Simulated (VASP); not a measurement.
Write the native input for VASP 6.6.1 that does the following.

| Property | Result |
| --- | --- |
| Task | single point |
| Functional | PBE |
| Potentials or basis | VASP PAW PBE potentials, release 64 (Cu, O) |
| Cutoff | 520 eV |
| k mesh | 7 × 7 × 4 |
| Occupations | gaussian, width 0.05 eV |
| Spin | collinear spin, ferromagnetic start |
| Starting moments | [0.69, 0.69, 0.36, 0.36] μB |
| Hubbard terms | Cu d U = 5.0 eV |
| Dipole correction | no |
| Further INCAR settings | ALGO = Normal; EDIFF = 1e-06; NBANDS = 29 |

The structure of CuO lies in POSCAR:

```
CuO
1.0
    2.3418496200     -1.7112997200      0.0000000000
    2.3418496200      1.7112997200      0.0000000000
   -0.8500298600      0.0000000000      5.0578691900
Cu O
2 2
Direct
    0.0000000000      0.5000000000      0.0000000000
    0.5000000000      0.0000000000      0.5000000000
    0.5816000000      0.4184000000      0.2500000000
    0.4184000000      0.5816000000      0.7500000000
```

The input as run:

INCAR

```
SYSTEM = CuO
PREC = Accurate ; ENCUT = 520
EDIFF = 1E-6 ; ISMEAR = 0
SIGMA = 0.05 ; LREAL = .False.
LASPH = .True. ; NELM = 150
ALGO = Normal ; ISIF = 2
LWAVE = .False. ; LCHARG = .True.
ISPIN = 2 ; MAGMOM = 0.69 0.69 0.36 0.36
LORBIT = 11 ; LMAXMIX = 4
LDAU = .True. ; LDAUTYPE = 2
LDAUL = 2 -1 ; LDAUU = 5 0
LDAUJ = 0 0 ; LDAUPRINT = 1
GGA = PE ; LELF = .True.
LVHAR = .True. ; NBANDS = 29
```

KPOINTS

```
Automatic mesh
0
Gamma
  7 7 4
  0 0 0
```

Potentials or basis: VASP PAW PBE potentials, release 64 (Cu, O).

Run with:

```sh
$ cat potpaw_PBE.64/Cu/POTCAR potpaw_PBE.64/O/POTCAR > POTCAR
$ mpirun -np 1 vasp_std > vasp.out
```

It gave:

```yaml
Pressure: 4.1 GPa
Largest_force: 0.031 eV/Å
Band_gap_on_the_k_mesh: 0.41 eV, indirect (least direct gap 0.42 eV)
Net_moment: 2.00 μB per cell
Site_moments: Cu +0.68; O +0.28 μB
Valence_electrons_inside_the_program's_atomic_spheres: Cu 9.92; O 5.00
```

Run time: 110 s on 1 thread of AMD EPYC 9R45 96-Core Processor (Zen 5), on a shared host, peak memory 0.21 GiB.
